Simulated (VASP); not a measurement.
# Ta in VASP: notebook

Runs on Ta. Level: r2SCAN. Tasks: single point, relaxation of cell and atoms.

Program: VASP 6.6.1. These are calculated values, not measurements. Logs are shortened: lines on timing, memory, paths and dates and some standing lists are left out, and cuts for length are marked.

### Step 1. The cell of the first run

Symmetry: Im-3m, No. 229, cubic system. The conventional cell has a = 3.316 Å, b = 3.316 Å, c = 3.316 Å, α = 90.00°, β = 90.00°, γ = 90.00°. Within 3.8 Å of Ta (site symmetry m-3m) lie 14 Ta at 2.87 to 3.32 Å.

### Step 2. Single point, r2SCAN

Input file POSCAR:

```
Ta
1.0
   -1.6580143577      1.6580143577      1.6580143577
    1.6580143577     -1.6580143577      1.6580143577
    1.6580143577      1.6580143577     -1.6580143577
Ta
1
Direct
    0.0000000000      0.0000000000      0.0000000000
```

Input file INCAR.step1:

```
ALGO = Normal
EDIFF = 1E-4
ENCUT = 520
GGA = PE
ISMEAR = 0
LASPH = True
LCHARG = False
LREAL = False
LWAVE = True
NBANDS = 12
NELM = 80
PREC = Accurate
SIGMA = 0.1
```

Input file INCAR.step2:

```
ALGO = Normal
EDIFF = 1E-7
ENCUT = 520
ISIF = 2
ISMEAR = 0
ISTART = 1
LASPH = True
LCHARG = False
LMIXTAU = True
LREAL = False
LWAVE = False
METAGGA = R2SCAN
NBANDS = 12
NELM = 80
PREC = Accurate
SIGMA = 0.1
```

Input file KPOINTS:

```
k-points
0
Gamma
  18 18 18
```

Potentials or basis: VASP PAW PBE potentials, release 64 (Ta_pv).

Started as:

```bash
$ cat potpaw_PBE.64/Ta_pv/POTCAR > POTCAR
$ cp INCAR.step1 INCAR
$ mpirun -np 1 vasp_std > vasp.out
$ cp INCAR.step2 INCAR
$ mpirun -np 1 vasp_std > vasp.out
```

OUTCAR:

```text
EDIFF = 1E-7
   ENCUT = 520
   ISIF = 2
   ISMEAR = 0
   ISTART = 1
   LASPH = True
   LREAL = False
   METAGGA = R2SCAN
   NELM = 80
   PREC = Accurate

 ion  position               nearest neighbor table
   1  0.000  0.000  0.000-

  LATTYP: Found a body centered cubic cell.
 ALAT       =     3.3160287154

  Lattice vectors:

 A1 = (  -1.6580143577,   1.6580143577,   1.6580143577)
 A2 = (   1.6580143577,  -1.6580143577,   1.6580143577)
 A3 = (   1.6580143577,   1.6580143577,  -1.6580143577)

Analysis of symmetry for initial positions (statically):
=====================================================================
 Subroutine PRICEL returns:
 Original cell was already a primitive cell.

 Routine SETGRP: Setting up the symmetry group for a
 body centered cubic supercell.

 Subroutine GETGRP returns: Found 48 space group operations
 (whereof 48 operations were pure point group operations)
 out of a pool of 48 trial point group operations.

The static configuration has the point symmetry O_h .

Analysis of symmetry for dynamics (positions and initial velocities):
=====================================================================
 Subroutine PRICEL returns:
 Original cell was already a primitive cell.

 Routine SETGRP: Setting up the symmetry group for a
 body centered cubic supercell.

 Subroutine GETGRP returns: Found 48 space group operations
 (whereof 48 operations were pure point group operations)
 out of a pool of 48 trial point group operations.

The dynamic configuration has the point symmetry O_h .

 Subroutine INISYM returns: Found 48 space group operations
 (whereof 48 operations are pure point group operations),
 and found     1 'primitive' translations

----------------------------------------------------------------------------------------

                                     Primitive cell

  volume of cell :      18.2316

  direct lattice vectors                    reciprocal lattice vectors
    -1.658014358  1.658014358  1.658014358     0.000000000  0.301565543  0.301565543
     1.658014358 -1.658014358  1.658014358     0.301565543  0.000000000  0.301565543
     1.658014358  1.658014358 -1.658014358     0.301565543  0.301565543  0.000000000

  length of vectors
     2.871765107  2.871765107  2.871765107     0.426478081  0.426478081  0.426478081

  position of ions in fractional coordinates (direct lattice)
     0.000000000  0.000000000  0.000000000

  ion indices of the primitive-cell ions
   primitive index   ion index
                 1           1

----------------------------------------------------------------------------------------

 KPOINTS: k-points

Automatic generation of k-mesh.
 Grid dimensions read from file:
 generate k-points for:   18   18   18

 Generating k-lattice:

  Cartesian coordinates                     Fractional coordinates (reciprocal lattice)
     0.000000000  0.016753641  0.016753641     0.055555556  0.000000000  0.000000000
     0.016753641  0.000000000  0.016753641     0.000000000  0.055555556  0.000000000
     0.016753641  0.016753641  0.000000000     0.000000000  0.000000000  0.055555556

  Length of vectors
     0.023693227  0.023693227  0.023693227

  Shift w.r.t. Gamma in fractional coordinates (k-lattice)
     0.000000000  0.000000000  0.000000000

 Subroutine IBZKPT returns following result:
 ===========================================

 Found    195 irreducible k-points:

 Following reciprocal coordinates:
            Coordinates               Weight
  0.000000  0.000000  0.000000      1.000000
  0.055556  0.000000  0.000000     12.000000
  0.111111  0.000000  0.000000     12.000000
  0.166667  0.000000  0.000000     12.000000
  0.222222  0.000000  0.000000     12.000000
  0.277778  0.000000  0.000000     12.000000
[... 16 lines left out ...]
  0.333333  0.111111  0.000000     48.000000
  0.388889  0.111111  0.000000     48.000000
 [... further k-points ...]
   k-points           NKPTS =    195   k-points in BZ     NKDIM =    195   number of bands    NBANDS=     12
   number of dos      NEDOS =    301   number of ions     NIONS =      1
   total plane-waves  NPLWV =  13824
   dimension x,y,z NGX =    24 NGY =   24 NGZ =   24
   dimension x,y,z NGXF=    48 NGYF=   48 NGZF=   48
   ions per type =               1
   NGX,Y,Z   is equivalent  to a cutoff of  13.89, 13.89, 13.89 a.u.
   NGXF,Y,Z  is equivalent  to a cutoff of  27.79, 27.79, 27.79 a.u.
 SYSTEM =  unknown system
   PREC   = accura    normal or accurate (medium, high low for compatibility)
   ISTART =      1    job   : 0-new  1-cont  2-samecut
   ICHARG =      0    charge: 1-file 2-atom 10-const
   ISPIN  =      1    spin polarized calculation?
   LNONCOLLINEAR =      F non collinear calculations
   LSORBIT =      F    spin-orbit coupling
   LASPH  =      T    aspherical Exc in radial PAW
   ENCUT  =  520.0 eV  38.22 Ry    6.18 a.u.   5.34  5.34  5.34*2*pi/ulx,y,z
   NELM   =     80;   NELMIN=  2; NELMDL=  0     # of ELM steps
   EDIFF  = 0.1E-06   stopping-criterion for ELM
   LREAL  =      F    real-space projection
   EDIFFG = 0.1E-05   stopping-criterion for IOM
   NSW    =      0    number of steps for IOM
   IBRION =     -1    ionic relax: 0-MD 1-quasi-New 2-CG
   NFREE  =      0    steps in history (QN), initial steepest desc. (CG)
   ISIF   =      2    stress and relaxation
   ISYM   =      2    0-nonsym 1-usesym 2-fastsym
   POTIM  = 0.5000    time-step for ionic-motion
   TEBEG  =    0.0;   TEEND  =   0.0 temperature during run
   PSTRESS=    0.0 pullay stress
   NELECT =      11.0000    total number of electrons
   NUPDOWN=      -1.0000    fix difference up-down
   EMIN   =  10.00;   EMAX   =-10.00  energy-range for DOS
   EFERMI =   0.00;   METHOD = LEGACY
   ISMEAR =     0;   SIGMA  =   0.10  broadening in eV -4-tet -1-fermi 0-gaus
   EFERMI_NEDOS =   21; number of points for ismear=-14 and -15
   IALGO  =     38    algorithm
   IMIX   =      4    mixing-type and parameters
     AMIX     =   0.40;   BMIX     =  1.00
     AMIX_MAG =   1.60;   BMIX_MAG =  1.00
  volume/ion in A,a.u.               =      18.23       123.03
  Fermi-wavevector in a.u.,A,eV,Ry     =   1.383346  2.614145 26.036731  1.913646
  Thomas-Fermi vector in A             =   2.507952
   LORBIT       =      0    0 simple, 1 ext, 2 COOP (PROOUT), +10 PAW based schemes
   METAGGA = R2SCAN    functional components
   LHFCALC =     F    Hartree Fock is set to
   AEXX    =    0.0000 exact exchange contribution
   IVDW    =     0    specifies the selected vdW correction
   LEPSILON=     F    determine dielectric tensor
   LRPA    =     F    only Hartree local field effects (RPA)
 non-spin polarized calculation
 Gauss-broadening in eV      SIGMA  =   0.10
  energy-cutoff  :      520.00
  volume of cell :       18.23
 maximum number of plane-waves:       531
 NGX is ok and might be reduce to    24
   NGX = 11   NGY = 11   NGZ = 11

 number of electron      11.0000001 magnetization

 Free energy of the ion-electron system (eV)
  ---------------------------------------------------
  ext. energy  EPLUGINS =         0.00000000
  ---------------------------------------------------
  free energy    TOTEN  =       -48.58249984 eV

  energy without entropy =      -48.57682686  energy(sigma->0) =      -48.57966335

 E-fermi :   5.2256     XC(G=0): -13.7010

 val. band max:        5.2133397477   @ k =   0.1111   0.0556   0.0556
 cond. band min:       5.2553187884   @ k =   0.3333   0.0556   0.0000
 fundamental gap:      0.0419790407
 Fermi energy:         5.2256120845

 k-point     1 :       0.0000    0.0000    0.0000
  band No.  band energies     occupation
      1     -29.0456      2.00000
      2     -29.0456      2.00000
      3     -29.0456      2.00000
      4      -3.0553      2.00000
      5       6.0683      0.00000
      6       6.0684      0.00000
      7       6.0684      0.00000
      8       9.5146      0.00000
      9       9.5146      0.00000
     10      17.2818      0.00000
     11      20.9461      0.00000
     12      20.9461      0.00000

 k-point     2 :       0.0556    0.0000    0.0000
  band No.  band energies     occupation
      1     -29.0846      2.00000
      2     -29.0575      2.00000
      3     -29.0458      2.00000
      4      -2.9129      2.00000
      5       5.9741      0.00000
      6       6.0401      0.00000
      7       6.2063      0.00000
      8       9.3595      0.00000
      9       9.5137      0.00000
     10      17.2819      0.00000
     11      21.0738      0.00000
     12      21.1970      0.00000

 k-point     3 :       0.1111    0.0000    0.0000
  band No.  band energies     occupation
      1     -29.1956      2.00000
      2     -29.0915      2.00000
      3     -29.0464      2.00000
      4      -2.4998      2.00000
      5       5.7143      0.00000
      6       5.9226      0.00000
      7       6.6156      0.00000
      8       9.0330      0.00000
      9       9.5191      0.00000
     10      17.2818      0.00000
     11      21.3907      0.00000
     12      21.9240      0.00000

 k-point     4 :       0.1667    0.0000    0.0000
  band No.  band energies     occupation
      1     -29.3622      2.00000
      2     -29.1432      2.00000
      3     -29.0474      2.00000
      4      -1.8609      2.00000
      5       5.3455      0.08985
      6       5.6624      0.00000
      7       7.2832      0.00000
      8       8.8028      0.00000
      9       9.5512      0.00000
     10      17.2817      0.00000
     11      21.6495      0.00000
     12      23.0631      0.00000

 k-point     5 :       0.2222    0.0000    0.0000
  band No.  band energies     occupation
      1     -29.5611      2.00000
      2     -29.2061      2.00000
      3     -29.0486      2.00000
      4      -1.0793      2.00000
      5       4.9327      1.99997
      6       5.3121      0.22129
      7       8.1853      0.00000
      8       8.8061      0.00000
      9       9.6312      0.00000
     10      17.2813      0.00000
     11      21.4131      0.00000
     12      23.0914      0.00000
[... 228 lines left out ...]
      1     -29.7935      2.00000
      2     -29.2839      2.00000
      3     -29.0976      2.00000
      4       0.0669      2.00000
      5       4.4893      2.00000
      6       4.7741      2.00000
      7       8.6068      0.00000
      8       9.8242      0.00000
      9      10.1293      0.00000
     10      17.2807      0.00000
     11      20.6133      0.00000
     12      22.1460      0.00000

 k-point    22 :       0.2778    0.1111    0.0000
  band No.  band energies     occupation
      1     -29.9523      2.00000
      2     -29.3579      2.00000
      3     -29.1011      2.00000
      4       0.6982      2.00000
      5       4.1754      2.00000
      6       4.8055      2.00000
      7       8.8801      0.00000
      8      10.2516      0.00000
      9      11.0716      0.00000
     10      17.2792      0.00000
     11      19.3674      0.00000
     12      20.7998      0.00000

 k-point    23 :       0.3333    0.1111    0.0000
  band No.  band energies     occupation
      1     -30.0784      2.00000
      2     -29.4188      2.00000
      3     -29.1035      2.00000
      4       1.0255      2.00000
      5       3.9492      2.00000
      6       5.2062      1.21609
      7       9.1401      0.00000
      8      10.3751      0.00000
      9      12.3021      0.00000
     10      17.2736      0.00000
     11      18.2022      0.00000
     12      19.5350      0.00000

 k-point    24 :       0.3889    0.1111    0.0000
  band No.  band energies     occupation
      1     -30.1592      2.00000
      2     -29.4586      2.00000
      3     -29.1049      2.00000
      4       1.1194      2.00000
      5       3.8097      2.00000
      6       5.7566      0.00000
      7       9.2246      0.00000
      8      10.5497      0.00000
      9      13.3037      0.00000
     10      17.1355      0.00000
     11      17.3467      0.00000
     12      18.7724      0.00000

 [... further k-points ...]
[... 5 lines left out ...]
  --------------------------------------------------------------------------------------
  -------------------------------------------------------------------------------------
  Total       -0.1658761     -0.1658761     -0.1658761      0.0000000     -0.0000000      0.0000000
  in kB      -14.5770456    -14.5770456    -14.5770456      0.0000000     -0.0000000      0.0000000
  external PRESSURE =     -14.5770456 kB  Pullay stress =       0.0000000 kB

 VOLUME and BASIS-vectors are now :
 -----------------------------------------------------------------------------
  energy-cutoff  :      520.00
  volume of cell :       18.23
      direct lattice vectors                 reciprocal lattice vectors
    -1.658014358  1.658014358  1.658014358     0.000000000  0.301565543  0.301565543
     1.658014358 -1.658014358  1.658014358     0.301565543  0.000000000  0.301565543
     1.658014358  1.658014358 -1.658014358     0.301565543  0.301565543  0.000000000

 POSITION                                       TOTAL-FORCE (eV/Angst)
 -----------------------------------------------------------------------------------
      0.00000      0.00000      0.00000        -0.000000      0.000000     -0.000000
 -----------------------------------------------------------------------------------
    total drift:                                0.000000      0.000000      0.000000

  FREE ENERGIE OF THE ION-ELECTRON SYSTEM (eV)
  ---------------------------------------------------
  free  energy   TOTEN  =       -48.5824998438 eV

  energy  without entropy=      -48.5768268581  energy(sigma->0) =      -48.57966335
```

Wall time 2.8 min (1 thread of Intel Xeon 8259CL, shared host); peak memory 0.18 GiB.

What came out:

* Free energy: -48.5825 eV
* Pressure: -1.5 GPa
* Band gap on the k mesh: zero (an odd number of electrons rules out a gap without spin polarisation)

Levels at points of the mesh, in eV from the Fermi level:
```tsv
k point	band 2	band 3	band 4	band 5	band 6	band 7	band 8	band 9	band 10	band 11
(0.00, 0.00, 0.00)	-34.27	-34.27	-8.28	0.84	0.84	0.84	4.29	4.29	12.06	15.72
(0.50, 0.00, 0.00)	-34.65	-34.28	-4.50	-1.53	1.41	4.15	5.20	7.97	12.00	12.23
(0.50, 0.50, 0.50)	-35.09	-35.09	-3.87	-3.87	7.02	7.02	7.02	8.90	8.90	8.90
```

Caveat: the PAW data sets were made with another functional, which shifts forces and pressure a little; spin-orbit coupling is left out, which moves the levels of the heavy elements.

### Step 3. Relaxation of cell and atoms, r2SCAN, target pressure 40 GPa, at which the enthalpy is minimised

This run uses another cell than the first one, of 15.48 Å³/atom.

Input file POSCAR:

```
Ta
1.0
   -1.5698561002      1.5698561002      1.5698561002
    1.5698561002     -1.5698561002      1.5698561002
    1.5698561002      1.5698561002     -1.5698561002
Ta
1
Direct
    0.0000000000      0.0000000000      0.0000000000
```

Input file INCAR.step1:

```
PREC = Accurate ; ENCUT = 600
ISMEAR = 0 ; SIGMA = 0.1
LREAL = False ; LASPH = True
NELM = 100 ; GGA = PE
ALGO = Normal ; EDIFF = 1E-4
LWAVE = True ; LCHARG = False
```

Input file INCAR.step2:

```
PREC = Accurate ; ENCUT = 600
EDIFF = 1E-7 ; ISMEAR = 0
SIGMA = 0.1 ; LREAL = False
LASPH = True ; NELM = 100
ALGO = Normal ; ISIF = 3
LWAVE = False ; LCHARG = False
METAGGA = R2SCAN ; LMIXTAU = True
IBRION = 2 ; NSW = 70
EDIFFG = -0.008 ; PSTRESS = 400.0
ISTART = 1
```

Input file KPOINTS:

```
regular mesh
0
Gamma
  18 18 18
```

Potentials or basis: VASP PAW PBE potentials, release 64 (Ta_pv).

Started as:

```bash
$ cat potpaw_PBE.64/Ta_pv/POTCAR > POTCAR
$ cp INCAR.step1 INCAR
$ mpirun -np 1 vasp_std > vasp.out
$ cp INCAR.step2 INCAR
$ mpirun -np 1 vasp_std > vasp.out
```

Run time: 5.8 min. Hardware: 1 thread of Intel Xeon 8259CL, shared host; peak memory 0.19 GiB.

Results (log left out):

```yaml
Free_energy: -48.3069 eV
Relaxed_volume: 15.60 Å³/atom
Relaxed_cell: a = 2.726 Å, b = 2.726 Å, c = 2.726 Å, α = 109.47°, β = 109.47°, γ = 109.47°
Space_group_after_relaxing_to_0.1_Å: Im-3m (No. 229)
Energy_change_on_relaxing_the_run_minimises_the_enthalpy: -30.9 meV/atom
Ionic_steps: 3
Pressure_after_relaxing: 40.0 GPa
Band_gap_on_the_k_mesh: zero (an odd number of electrons rules out a gap without spin polarisation)
```

The path:
```csv
step,energy change (eV),largest force (eV/Å),pressure (GPa),volume (Å³)
1,0.0000,0.0000,42.68,15.48
2,-0.1330,0.0000,30.13,16.06
3,-0.0309,0.0000,39.98,15.60
```

Final structure:
```yaml
crystal:
  lattice:
    - [-1.57390, 1.57390, 1.57390]
    - [1.57390, -1.57390, 1.57390]
    - [1.57390, 1.57390, -1.57390]
  atoms:
    - { symbol: Ta, position: [0.00000, 0.00000, 0.00000] }
```

Levels at points of the mesh, in eV from the Fermi level:
| k point | band 2 | band 3 | band 4 | band 5 | band 6 | band 7 | band 8 | band 9 |
| --- | --- | --- | --- | --- | --- | --- | --- | --- |
| (0.00, 0.00, 0.00) | -33.59 | -33.59 | -8.82 | 0.83 | 0.83 | 0.83 | 4.85 | 4.85 |
| (0.50, 0.00, 0.00) | -34.20 | -33.61 | -5.26 | -2.05 | 2.34 | 4.86 | 6.09 | 9.63 |
| (0.50, 0.50, 0.50) | -34.91 | -34.91 | -4.93 | -4.93 | 8.39 | 8.39 | 8.39 | 10.58 |

Caveat: the cell is relaxed towards a set pressure, so the run minimises the enthalpy, not the energy; the PAW data sets were made with another functional, which shifts forces and pressure a little; spin-orbit coupling is left out, which moves the levels of the heavy elements.

### Step 4. Relaxation of cell and atoms, r2SCAN, target pressure 20 GPa, at which the enthalpy is minimised

This run uses another cell than the first one, of 16.56 Å³/atom.

Input file POSCAR:

```
Ta
1.0
   -1.6056313535      1.6056313535      1.6056313535
    1.6056313535     -1.6056313535      1.6056313535
    1.6056313535      1.6056313535     -1.6056313535
Ta
1
Direct
    0.0000000000      0.0000000000      0.0000000000
```

Input file INCAR.step1:

```
  PREC = Accurate
  ENCUT = 600
  ISMEAR = 0
  SIGMA = 0.1
  LREAL = False
  LASPH = True
  NELM = 60
  GGA = PE
  ALGO = Normal
  EDIFF = 1E-4
  LWAVE = True
  LCHARG = False
```

Input file INCAR.step2:

```
  PREC = Accurate
  ENCUT = 600
  EDIFF = 1E-6
  ISMEAR = 0
  SIGMA = 0.1
  LREAL = False
  LASPH = True
  NELM = 60
  ALGO = Normal
  ISIF = 3
  LWAVE = False
  LCHARG = False
  METAGGA = R2SCAN
  LMIXTAU = True
  IBRION = 2
  NSW = 70
  EDIFFG = -0.008
  PSTRESS = 200.0
  ISTART = 1
```

Input file KPOINTS:

```
Automatic mesh
0
Gamma
  18 18 18
```

Started as:

```bash
$ cat potpaw_PBE.64/Ta_pv/POTCAR > POTCAR
$ cp INCAR.step1 INCAR
$ mpirun -np 1 vasp_std > vasp.out
$ cp INCAR.step2 INCAR
$ mpirun -np 1 vasp_std > vasp.out
```

Wall time 5.1 min (1 thread of Intel Xeon 8259CL, shared host); peak memory 0.18 GiB.

It converged, with:

```yaml
Free_energy: -48.4968 eV
Relaxed_volume: 16.63 Å³/atom
Relaxed_cell: a = 2.785 Å, b = 2.785 Å, c = 2.785 Å, α = 109.47°, β = 109.47°, γ = 109.47°
Space_group_after_relaxing_to_0.1_Å: Im-3m (No. 229)
Energy_change_on_relaxing_the_run_minimises_the_enthalpy: -8.8 meV/atom
Ionic_steps: 3
Pressure_after_relaxing: 20.0 GPa
Band_gap_on_the_k_mesh: zero (an odd number of electrons rules out a gap without spin polarisation)
```

The path:
| step | energy change (eV) | largest force (eV/Å) | pressure (GPa) | volume (Å³) |
| --- | --- | --- | --- | --- |
| 1 | 0.0000 | 0.0000 | 21.13 | 16.56 |
| 2 | -0.0330 | 0.0000 | 16.63 | 16.84 |
| 3 | -0.0088 | 0.0000 | 20.00 | 16.63 |

Final structure:
```xyz
1
Lattice="-1.6078 1.6078 1.6078 1.6078 -1.6078 1.6078 1.6078 1.6078 -1.6078" Properties=species:S:1:pos:R:3 pbc="T T T"
Ta    0.0000    0.0000    0.0000
```

Levels at points of the mesh, in eV from the Fermi level:
| k point | band 2 | band 3 | band 4 | band 5 | band 6 | band 7 | band 8 | band 9 |
| --- | --- | --- | --- | --- | --- | --- | --- | --- |
| (0.00, 0.00, 0.00) | -33.89 | -33.89 | -8.64 | 0.83 | 0.83 | 0.83 | 4.60 | 4.60 |
| (0.50, 0.00, 0.00) | -34.39 | -33.90 | -4.96 | -1.84 | 1.89 | 4.54 | 5.70 | 8.91 |
| (0.50, 0.50, 0.50) | -34.98 | -34.98 | -4.49 | -4.49 | 7.79 | 7.79 | 7.79 | 9.83 |

Caveat: the cell is relaxed towards a set pressure, so the run minimises the enthalpy, not the energy; the PAW data sets were made with another functional, which shifts forces and pressure a little; spin-orbit coupling is left out, which moves the levels of the heavy elements.

(Continued in part 2 of 2.)
